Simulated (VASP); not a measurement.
# SnO2 (Pnnm) in VASP: notebook

The runs below take SnO2 through single point, with LDA.

All numbers are computed with VASP 6.6.1; they aren't measurements. Logs are shortened: lines on timing, memory, paths and dates and some standing lists are left out, and cuts for length are marked.

## Step 1: The cell of the first run

The typed cell holds 6 atoms: a = 4.721 Å, b = 4.724 Å, c = 3.238 Å, α = 90.00°, β = 90.00°, γ = 90.00°.

## Step 2: Single point, LDA (strain +0.000 along x and y, +0.015 along z)

Contents of INCAR:

```
SYSTEM = SnO2
  ALGO = Normal
  EDIFF = 1E-6
  ENCUT = 520
  ISIF = 2
  ISMEAR = 0
  LASPH = .TRUE.
  LCHARG = .TRUE.
  LELF = .TRUE.
  LREAL = .FALSE.
  LVHAR = .TRUE.
  LWAVE = .FALSE.
  NBANDS = 35
  NELM = 80
  PREC = Accurate
  SIGMA = 0.05
```

Contents of KPOINTS:

```
k-points
0
G
  6 6 8
  0 0 0
```

Contents of POSCAR:

```
SnO2
1.0
    4.7212714761      0.0000000000      0.0000000000
    0.0000000000      4.7242464798      0.0000000000
    0.0000000000      0.0000000000      3.2378696909
Sn O
2 4
Direct
    0.5000000000      0.5000000000      0.5000000000
    0.0000000000      0.0000000000      0.0000000000
    0.3055669685      0.3065721192      0.0000000000
    0.8055669685      0.1934278808      0.5000000000
    0.1944330315      0.8065721192      0.5000000000
    0.6944330315      0.6934278808      0.0000000000
```

Potentials or basis: VASP PAW LDA potentials, release 64 (Sn_d, O).

Launch:

```sh
$ cat potpaw_LDA.64/Sn_d/POTCAR potpaw_LDA.64/O/POTCAR > POTCAR
$ mpirun -np 1 vasp_std > vasp.out
```

OUTCAR:

```text
SYSTEM = SnO2
   EDIFF = 1E-6
   ENCUT = 520
   ISIF = 2
   ISMEAR = 0
   LASPH = .TRUE.
   LREAL = .FALSE.
   NELM = 80
   PREC = Accurate

 ion  position               nearest neighbor table
   1  0.500  0.500  0.500-   4 2.04   5 2.04   3 2.07   6 2.07   3 2.07   6 2.07   2 3.71   2 3.71
                             2 3.71   2 3.71   2 3.71   2 3.71   2 3.71   2 3.71
   2  0.000  0.000  0.000-   3 2.04   6 2.04   5 2.07   4 2.07   4 2.07   5 2.07   1 3.71   1 3.71
                             1 3.71   1 3.71   1 3.71   1 3.71   1 3.71   1 3.71
   3  0.306  0.307  0.000-   2 2.04   1 2.07   1 2.07
   4  0.806  0.193  0.500-   1 2.04   2 2.07   2 2.07
   5  0.194  0.807  0.500-   1 2.04   2 2.07   2 2.07
   6  0.694  0.693  0.000-   2 2.04   1 2.07   1 2.07

  LATTYP: Found a simple orthorhombic cell.
 ALAT       =     3.2378696909
 B/A-ratio  =     1.4581412863
 C/A-ratio  =     1.4590601015

  Lattice vectors:

 A1 = (   0.0000000000,   0.0000000000,   3.2378696909)
 A2 = (   4.7212714761,   0.0000000000,   0.0000000000)
 A3 = (   0.0000000000,   4.7242464798,   0.0000000000)

Analysis of symmetry for initial positions (statically):
=====================================================================
 Subroutine PRICEL returns:
 Original cell was already a primitive cell.

 Routine SETGRP: Setting up the symmetry group for a
 simple orthorhombic supercell.

 Subroutine GETGRP returns: Found  8 space group operations
 (whereof  4 operations were pure point group operations)
 out of a pool of  8 trial point group operations.

The static configuration has the point symmetry C_2h.
 The point group associated with its full space group is D_2h.

Analysis of symmetry for dynamics (positions and initial velocities):
=====================================================================
 Subroutine PRICEL returns:
 Original cell was already a primitive cell.

 Routine SETGRP: Setting up the symmetry group for a
 simple orthorhombic supercell.

 Subroutine GETGRP returns: Found  8 space group operations
 (whereof  4 operations were pure point group operations)
 out of a pool of  8 trial point group operations.

The dynamic configuration has the point symmetry C_2h.
 The point group associated with its full space group is D_2h.

 Subroutine INISYM returns: Found  8 space group operations
 (whereof  4 operations are pure point group operations),
 and found     1 'primitive' translations

----------------------------------------------------------------------------------------

                                     Primitive cell

  volume of cell :      72.2189

  direct lattice vectors                    reciprocal lattice vectors
     4.721271476  0.000000000  0.000000000     0.211807350  0.000000000  0.000000000
     0.000000000  4.724246480  0.000000000     0.000000000  0.211673968  0.000000000
     0.000000000  0.000000000  3.237869691     0.000000000  0.000000000  0.308845042

  length of vectors
     4.721271476  4.724246480  3.237869691     0.211807350  0.211673968  0.308845042

  position of ions in fractional coordinates (direct lattice)
     0.500000000  0.500000000  0.500000000
     0.000000000  0.000000000  0.000000000
     0.305566969  0.306572119  0.000000000
     0.805566969  0.193427881  0.500000000
     0.194433031  0.806572119  0.500000000
     0.694433031  0.693427881  0.000000000

  ion indices of the primitive-cell ions
   primitive index   ion index
                 1           1
                 2           2
                 3           3
                 4           4
                 5           5
                 6           6

----------------------------------------------------------------------------------------

 KPOINTS: k-points

Automatic generation of k-mesh.
 Grid dimensions read from file:
 generate k-points for:    6    6    8

 Generating k-lattice:

  Cartesian coordinates                     Fractional coordinates (reciprocal lattice)
     0.035301225  0.000000000  0.000000000     0.166666667  0.000000000  0.000000000
     0.000000000  0.035278995  0.000000000     0.000000000  0.166666667  0.000000000
     0.000000000  0.000000000  0.038605630     0.000000000  0.000000000  0.125000000

  Length of vectors
     0.035301225  0.035278995  0.038605630

  Shift w.r.t. Gamma in fractional coordinates (k-lattice)
     0.000000000  0.000000000  0.000000000

 Subroutine IBZKPT returns following result:
 ===========================================

 Found     80 irreducible k-points:

 Following reciprocal coordinates:
            Coordinates               Weight
  0.000000  0.000000  0.000000      1.000000
  0.166667  0.000000  0.000000      2.000000
  0.333333  0.000000  0.000000      2.000000
  0.500000  0.000000  0.000000      1.000000
  0.000000  0.166667  0.000000      2.000000
  0.166667  0.166667  0.000000      4.000000
[... 16 lines left out ...]
  0.333333  0.166667  0.125000      8.000000
  0.500000  0.166667  0.125000      4.000000
 [... further k-points ...]
   k-points           NKPTS =     80   k-points in BZ     NKDIM =     80   number of bands    NBANDS=     35
   number of dos      NEDOS =    301   number of ions     NIONS =      6
   total plane-waves  NPLWV =  31104
   dimension x,y,z NGX =    36 NGY =   36 NGZ =   24
   dimension x,y,z NGXF=    72 NGYF=   72 NGZF=   48
   ions per type =               2   4
   NGX,Y,Z   is equivalent  to a cutoff of  12.68, 12.67, 12.32 a.u.
   NGXF,Y,Z  is equivalent  to a cutoff of  25.35, 25.34, 24.65 a.u.
 SYSTEM =  SnO2
   PREC   = accura    normal or accurate (medium, high low for compatibility)
   ISTART =      0    job   : 0-new  1-cont  2-samecut
   ICHARG =      2    charge: 1-file 2-atom 10-const
   ISPIN  =      1    spin polarized calculation?
   LNONCOLLINEAR =      F non collinear calculations
   LSORBIT =      F    spin-orbit coupling
   LASPH  =      T    aspherical Exc in radial PAW
   ENCUT  =  520.0 eV  38.22 Ry    6.18 a.u.   8.78  8.78  6.02*2*pi/ulx,y,z
   NELM   =     80;   NELMIN=  2; NELMDL= -5     # of ELM steps
   EDIFF  = 0.1E-05   stopping-criterion for ELM
   LREAL  =      F    real-space projection
   EDIFFG = 0.1E-04   stopping-criterion for IOM
   NSW    =      0    number of steps for IOM
   IBRION =     -1    ionic relax: 0-MD 1-quasi-New 2-CG
   NFREE  =      0    steps in history (QN), initial steepest desc. (CG)
   ISIF   =      2    stress and relaxation
   ISYM   =      2    0-nonsym 1-usesym 2-fastsym
   POTIM  = 0.5000    time-step for ionic-motion
   TEBEG  =    0.0;   TEEND  =   0.0 temperature during run
   PSTRESS=    0.0 pullay stress
   NELECT =      52.0000    total number of electrons
   NUPDOWN=      -1.0000    fix difference up-down
   EMIN   =  10.00;   EMAX   =-10.00  energy-range for DOS
   EFERMI =   0.00;   METHOD = LEGACY
   ISMEAR =     0;   SIGMA  =   0.05  broadening in eV -4-tet -1-fermi 0-gaus
   EFERMI_NEDOS =   21; number of points for ismear=-14 and -15
   IALGO  =     38    algorithm
   IMIX   =      4    mixing-type and parameters
     AMIX     =   0.40;   BMIX     =  1.00
     AMIX_MAG =   1.60;   BMIX_MAG =  1.00
  volume/ion in A,a.u.               =      12.04        81.23
  Fermi-wavevector in a.u.,A,eV,Ry     =   1.467323  2.772838 29.293834  2.153036
  Thomas-Fermi vector in A             =   2.582954
   LORBIT       =      0    0 simple, 1 ext, 2 COOP (PROOUT), +10 PAW based schemes
   GGA     = CA    functional components
   LHFCALC =     F    Hartree Fock is set to
   AEXX    =    0.0000 exact exchange contribution
   IVDW    =     0    specifies the selected vdW correction
   LEPSILON=     F    determine dielectric tensor
   LRPA    =     F    only Hartree local field effects (RPA)
 non-spin polarized calculation
 Gauss-broadening in eV      SIGMA  =   0.05
  energy-cutoff  :      520.00
  volume of cell :       72.22
 maximum number of plane-waves:      1984
 NGX is ok and might be reduce to    36
   NGX = 17   NGY = 17   NGZ = 13

 number of electron      51.9999996 magnetization

 Free energy of the ion-electron system (eV)
  ---------------------------------------------------
  ext. energy  EPLUGINS =         0.00000000
  ---------------------------------------------------
  free energy    TOTEN  =       -42.26880056 eV

  energy without entropy =      -42.26880056  energy(sigma->0) =      -42.26880056

 E-fermi :   5.9714     XC(G=0): -11.7586

 val. band max:        5.7594452785   @ k =   0.0000   0.0000   0.0000
 cond. band min:       6.7355669339   @ k =   0.0000   0.0000   0.0000
 fundamental gap:      0.9761216553
 Fermi energy:         5.9714169071

 k-point     1 :       0.0000    0.0000    0.0000
  band No.  band energies     occupation
      1     -15.2218      2.00000
      2     -14.4486      2.00000
      3     -14.2350      2.00000
      4     -14.2153      2.00000
      5     -14.2151      2.00000
      6     -14.1628      2.00000
[... 27 lines left out ...]
     34      17.6643      0.00000
     35      18.0775      0.00000

 k-point     2 :       0.1667    0.0000    0.0000
  band No.  band energies     occupation
      1     -15.1796      2.00000
      2     -14.4981      2.00000
      3     -14.2348      2.00000
      4     -14.2133      2.00000
      5     -14.2130      2.00000
      6     -14.1925      2.00000
[... 27 lines left out ...]
     34      17.6735      0.00000
     35      18.0284      0.00000

 k-point     3 :       0.3333    0.0000    0.0000
  band No.  band energies     occupation
      1     -15.0575      2.00000
      2     -14.6585      2.00000
      3     -14.2344      2.00000
      4     -14.2243      2.00000
      5     -14.2091      2.00000
      6     -14.2088      2.00000
[... 27 lines left out ...]
     34      17.7791      0.00000
     35      17.9842      0.00000
[... 723 lines left out ...]
 k-point    23 :       0.3333    0.1667    0.1250
  band No.  band energies     occupation
      1     -14.9982      2.00000
      2     -14.6894      2.00000
      3     -14.3430      2.00000
      4     -14.3308      2.00000
      5     -14.1917      2.00000
      6     -14.1568      2.00000
[... 27 lines left out ...]
     34      17.7410      0.00000
     35      17.9160      0.00000

 k-point    24 :       0.5000    0.1667    0.1250
  band No.  band energies     occupation
      1     -14.8582      2.00000
      2     -14.8582      2.00000
      3     -14.3381      2.00000
      4     -14.3381      2.00000
      5     -14.1737      2.00000
      6     -14.1737      2.00000
[... 27 lines left out ...]
     34      17.7906      0.00000
     35      17.9149      0.00000

 [... further k-points ...]

------------------------ aborting loop because EDIFF is reached ----------------------------------------

  FORCE on cell =-STRESS in cart. coord.  units (eV):
  Direction    XX          YY          ZZ          XY          YZ          ZX
  --------------------------------------------------------------------------------------
  -------------------------------------------------------------------------------------
  Total       -0.6340420     -0.6392324     -2.2879644      0.0000000      0.0000000      0.0000000
  in kB      -14.0662308    -14.1813796    -50.7585217      0.0000000      0.0000000      0.0000000
  external PRESSURE =     -26.3353774 kB  Pullay stress =       0.0000000 kB

 VOLUME and BASIS-vectors are now :
 -----------------------------------------------------------------------------
  energy-cutoff  :      520.00
  volume of cell :       72.22
      direct lattice vectors                 reciprocal lattice vectors
     4.721271476  0.000000000  0.000000000     0.211807350  0.000000000  0.000000000
     0.000000000  4.724246480  0.000000000     0.000000000  0.211673968  0.000000000
     0.000000000  0.000000000  3.237869691     0.000000000  0.000000000  0.308845042

 POSITION                                       TOTAL-FORCE (eV/Angst)
 -----------------------------------------------------------------------------------
      2.36064      2.36212      1.61893        -0.000000     -0.000000      0.000000
      0.00000      0.00000      0.00000        -0.000000     -0.000000      0.000000
      1.44266      1.44832      0.00000         0.057764      0.054865     -0.000000
      3.80330      0.91380      1.61893         0.057764     -0.054865      0.000000
      0.91797      3.81045      1.61893        -0.057764      0.054865     -0.000000
      3.27861      3.27592      0.00000        -0.057764     -0.054865      0.000000
 -----------------------------------------------------------------------------------
    total drift:                                0.000000      0.000000      0.000000

  FREE ENERGIE OF THE ION-ELECTRON SYSTEM (eV)
  ---------------------------------------------------
  free  energy   TOTEN  =       -42.2688005639 eV

  energy  without entropy=      -42.2688005639  energy(sigma->0) =      -42.26880056
```

Run time: 2.2 min. Hardware: 1 thread of Intel Xeon Platinum 8259CL at 2.50GHz (Skylake/Cascade Lake), shared host; peak memory 0.26 GiB.

Results:

```yaml
Free_energy: -42.2688 eV
Pressure: -2.6 GPa
Largest_force: 0.080 eV/Å
Band_gap_on_the_k_mesh: 0.98 eV
```

Forces in eV/Å, atoms in the order of the input:
```
Sn   0.000  0.000  0.000
Sn   0.000  0.000  0.000
O    0.058  0.055  0.000
O    0.058 -0.055  0.000
O   -0.058  0.055  0.000
O   -0.058 -0.055  0.000
```

Levels at points of the mesh, in eV from the valence-band top:
```csv
k point,band 23,band 24,band 25,band 26,band 27,band 28,band 29,band 30
"(0.00, 0.00, 0.00)",-1.32,-0.78,-0.78,0.00,0.98,5.69,5.89,5.90
"(0.50, 0.00, 0.00)",-1.27,-1.27,-0.63,-0.63,4.18,4.18,6.64,6.64
"(0.00, 0.50, 0.00)",-1.27,-1.27,-0.63,-0.63,4.18,4.18,6.65,6.65
"(0.50, 0.50, 0.00)",-1.41,-1.41,-0.87,-0.87,4.53,4.53,7.15,7.15
"(0.00, 0.00, 0.50)",-1.70,-1.70,-1.26,-1.26,5.88,5.88,9.47,9.47
"(0.50, 0.00, 0.50)",-1.09,-1.09,-0.70,-0.70,6.17,6.17,7.85,7.85
"(0.00, 0.50, 0.50)",-1.10,-1.10,-0.70,-0.70,6.17,6.17,7.85,7.85
"(0.50, 0.50, 0.50)",-0.96,-0.96,-0.81,-0.81,4.58,4.58,8.58,8.58
```

Caveat: the cell differs from its parent crystal (strain +0.000 along x and y, +0.015 along z); spin-orbit coupling is left out, which moves the levels of the heavy elements.

(Part 1 of 2 ends here.)
